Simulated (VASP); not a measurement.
A run of VASP 6.6.1 is set up as follows.

The input INCAR:

```
SYSTEM = ZrB
PREC = Accurate ; ENCUT = 520
EDIFF = 1E-7 ; ISMEAR = 0
SIGMA = 0.15 ; LREAL = .False.
LASPH = .True. ; NELM = 60
ALGO = Normal ; ISIF = 2
LWAVE = .False. ; LCHARG = .False.
GGA = PE ; NBANDS = 14
```

Contents of KPOINTS:

```
Automatic mesh
0
Gamma
  20 20 20
  0 0 0
```

POSCAR

```
ZrB
1.0
    0.0000000000      2.1879087671      2.6254905206
    2.1879087671      0.0000000000      2.6254905206
    2.1879087671      2.1879087671      0.0000000000
Zr B
1 1
Direct
    0.0000000000      0.0000000000      0.0000000000
    0.5000000000      0.5000000000      0.5000000000
```

Potentials or basis: VASP PAW PBE potentials, release 64 (Zr_sv, B).

Run with:

```console
$ cat potpaw_PBE.64/Zr_sv/POTCAR potpaw_PBE.64/B/POTCAR > POTCAR
$ mpirun -np 1 vasp_std > vasp.out
```

**Question.** What does it give for the pressure?

**Answer.** 43.3 GPa.

Stress tensor (GPa, compression positive):
```
69.24  0.00  0.00
 0.00 69.24  0.00
 0.00  0.00 -8.48
```
